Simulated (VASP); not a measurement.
Here is a VASP 6.6.1 calculation.

The input INCAR:

```
SYSTEM = Zn
ALGO     = Normal         ! electronic algorithm
EDIFF    = 1E-7           ! SCF threshold, eV
ENCUT    = 520            ! plane-wave cutoff, eV
GGA      = PS             ! functional
ISIF     = 2              ! what is computed and relaxed
ISMEAR   = 1              ! smearing method
LASPH    = .True.         ! aspherical terms in the spheres
LCHARG   = .True.         ! write CHGCAR
LELF     = .True.         ! ELF
LREAL    = .False.        ! projectors in reciprocal space
LVHAR    = .True.       
LWAVE    = .False.        ! write WAVECAR
NBANDS   = 12             ! bands
NELM     = 100            ! most SCF steps
PREC     = Accurate       ! precision mode
SIGMA    = 0.05           ! smearing width, eV
```

File KPOINTS:

```
k-points
0
Gamma
  10 10 10
  0 0 0
```

File POSCAR:

```
Zn
1.0
   -1.5148885676      1.5148885676      1.5148885676
    1.5148885676     -1.5148885676      1.5148885676
    1.5148885676      1.5148885676     -1.5148885676
Zn
1
Direct
    0.0000000000      0.0000000000      0.0000000000
```

Potentials or basis: VASP PAW PBE potentials, release 64 (Zn).

Run with:

```console
$ cat potpaw_PBE.64/Zn/POTCAR > POTCAR
$ mpirun -np 1 vasp_std > vasp.out
```

**Question.** Predict the band gap on the k mesh.

**Answer.** Zero (band 6 reaches 8.05 eV, above the bottom of band 7 at 2.91 eV).

**Question.** What does it give for the pressure?

**Answer.** 3.5 GPa.

Caveat: the PAW data sets were made with another functional, which shifts forces and pressure a little.
